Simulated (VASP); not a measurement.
Here is a VASP 6.6.1 calculation.

INCAR

```
SYSTEM = BaTe
ALGO = Normal
EDIFF = 1E-6
EDIFFG = -0.005
ENCUT = 600
GGA = PE
IBRION = 2
ISIF = 3
ISMEAR = 0
LASPH = .TRUE.
LCHARG = .FALSE.
LREAL = .FALSE.
LWAVE = .FALSE.
NELM = 60
NSW = 100
PREC = Accurate
SIGMA = 0.02
```

The input KPOINTS:

```
k-points
0
G
  8 8 8
  0 0 0
```

Contents of POSCAR:

```
BaTe
1.0
    0.0000000000      3.5322559688      3.5322559688
    3.5322559688      0.0000000000      3.5322559688
    3.5322559688      3.5322559688      0.0000000000
Ba Te
1 1
Direct
    0.0000000000      0.0000000000      0.0000000000
    0.5000000000      0.5000000000      0.5000000000
```

Potentials or basis: VASP PAW PBE potentials, release 64 (Ba_sv, Te).

Command:

```sh
$ cat potpaw_PBE.64/Ba_sv/POTCAR potpaw_PBE.64/Te/POTCAR > POTCAR
$ mpirun -np 1 vasp_std > vasp.out
```

(1) Predict the relaxed cell.

(2) Estimate the relaxed volume.

(3) What does it give for the space group after relaxing (to 0.1 Å)?

Results:

(1) a = 5.012 Å, b = 5.012 Å, c = 5.012 Å, α = 60.00°, β = 60.00°, γ = 60.00°.

(2) 44.52 Å³/atom.

(3) Fm-3m (No. 225).
